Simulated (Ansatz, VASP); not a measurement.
# Si: VASP beside Ansatz

Contents of INCAR:

```
PREC     = Accurate       # precision mode
ENCUT    = 600            # plane-wave cutoff, eV
EDIFF    = 1E-7           # SCF threshold, eV
ISMEAR   = 0              # smearing method
SIGMA    = 0.02           # smearing width, eV
LREAL    = F              # projectors in reciprocal space
LASPH    = T              # aspherical terms in the spheres
NELM     = 100            # most SCF steps
ALGO     = Normal         # electronic algorithm
ISIF     = 3              # what is computed and relaxed
LWAVE    = F              # write WAVECAR
LCHARG   = F              # write CHGCAR
GGA      = PS             # functional
IBRION   = 2              # ionic algorithm
NSW      = 100            # ionic steps
EDIFFG   = -0.005         # ionic threshold
```

The input KPOINTS:

```
regular mesh
0
Gamma
  12 12 12
```

Contents of POSCAR:

```
Si
1.0
    0.0000000000      2.7169171383      2.7169171383
    2.7169171383      0.0000000000      2.7169171383
    2.7169171383      2.7169171383      0.0000000000
Si
2
Direct
    0.7500000000      0.7500000000      0.7500000000
    0.5000000000      0.5000000000      0.5000000000
```

Input for Ansatz:

```yaml
crystal:
  lattice:
    - [0.0, 2.7169171383, 2.7169171383]
    - [2.7169171383, 0.0, 2.7169171383]
    - [2.7169171383, 2.7169171383, 0.0]
  atoms:
    - { symbol: Si, position: [0.75, 0.75, 0.75] }
    - { symbol: Si, position: [0.5, 0.5, 0.5] }
basis:
  ecutwfc: 420
kpoints:
  mp_grid: { grid: [12, 12, 12] }
hamiltonian:
  xc: pbesol
scf:
  occupations: { method: gaussian, width: 0.02 }
output:
  forces: true
  stress: true
  eigenvalues: true
relax:
  adjacent_minimum: "off"
  f_tol: 0.005
  max_steps: 80
  cell: { stress_tol: 0.05 }
```

Alike in both runs: task relaxation of cell and atoms; functional PBEsol; k mesh 12 × 12 × 12; occupations gaussian, width 0.02 eV; no spin polarisation.

|  | VASP | Ansatz |
| --- | --- | --- |
| version | VASP 6.6.1 | Ansatz 0.2.0 |
| potentials or method | VASP PAW PBE potentials, release 64 (Si), cutoff 600 eV | scalar-relativistic, plane waves, PAW |
| valence electrons in the cell | 8 | 8 |

|  | VASP | Ansatz | Ansatz less VASP |
| --- | --- | --- | --- |
| gap on the k mesh at the Fermi level, each at its own relaxed structure (eV) | 0.46 | 0.46 | +0.003 |
| relaxed volume (Å³/atom) | 20.08 | 20.06 | -0.021 |
| relaxed cell length with the largest relative difference (Å) | 3.844 | 3.842 | -0.0013 |

VASP's potentials were made for PBE, not for PBEsol.
